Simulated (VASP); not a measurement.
Wanted: the native input for a VASP 6.6.1 run.

| Quantity | Value |
| --- | --- |
| Task | single point |
| Functional | r2SCAN |
| Potentials or basis | VASP PAW PBE potentials, release 64 (Al) |
| Cutoff | 520 eV |
| k mesh | 26 × 26 × 18 |
| Occupations | fermi-dirac, width 0.1 eV |
| Spin | no spin polarisation |
| Dipole correction | no |
| Further INCAR settings | ALGO = Normal; EDIFF = 1e-06; NBANDS = 10 |

Al:

```
Al
1.0
    -3.25804    2.84604    1.37436
     2.84604   -3.25804    1.37436
     2.37456    2.37456   -2.12894
Al
2
Direct
  0.98879 0.01121 0.00000
  0.76121 0.23879 0.50000
```

One way to write it, as run:

POSCAR

```
Al
1.0
   -3.2580420892      2.8460387532      1.3743600625
    2.8460387532     -3.2580420892      1.3743600625
    2.3745602247      2.3745602247     -2.1289449269
Al
2
Direct
    0.9887898961      0.0112101039      1.0000000000
    0.7612101039      0.2387898961      0.5000000000
```

INCAR.step1

```
SYSTEM = Al
PREC = Accurate
ENCUT = 520
ISMEAR = -1
SIGMA = 0.1
LREAL = .FALSE.
LASPH = .TRUE.
NELM = 100
NBANDS = 10
GGA = PE
ALGO = Normal
EDIFF = 1E-4
LWAVE = .TRUE.
LCHARG = .FALSE.
```

INCAR.step2

```
SYSTEM = Al
PREC = Accurate
ENCUT = 520
EDIFF = 1E-6
ISMEAR = -1
SIGMA = 0.1
LREAL = .FALSE.
LASPH = .TRUE.
NELM = 100
ALGO = Normal
ISIF = 2
LWAVE = .FALSE.
LCHARG = .FALSE.
METAGGA = R2SCAN
LMIXTAU = .TRUE.
NBANDS = 10
ISTART = 1
```

KPOINTS

```
Automatic mesh
0
G
  26 26 18
  0 0 0
```

Potentials or basis: VASP PAW PBE potentials, release 64 (Al).

Launch:

```sh
$ cat potpaw_PBE.64/Al/POTCAR > POTCAR
$ cp INCAR.step1 INCAR
$ mpirun -np 1 vasp_std > vasp.out
$ cp INCAR.step2 INCAR
$ mpirun -np 1 vasp_std > vasp.out
```

It gave:

| Quantity | Value |
| --- | --- |
| Pressure | -0.3 GPa |
| Largest force | 0.009 eV/Å |
| Band gap on the k mesh | zero (bands 3 and 4 overlap by 9.85 eV) |

Caveat: the PAW data sets were made with another functional, which shifts forces and pressure a little.

It took 71 min on 1 thread of Oxide Virtual Turin-like Processor, on a shared host, peak memory 0.9 GiB.
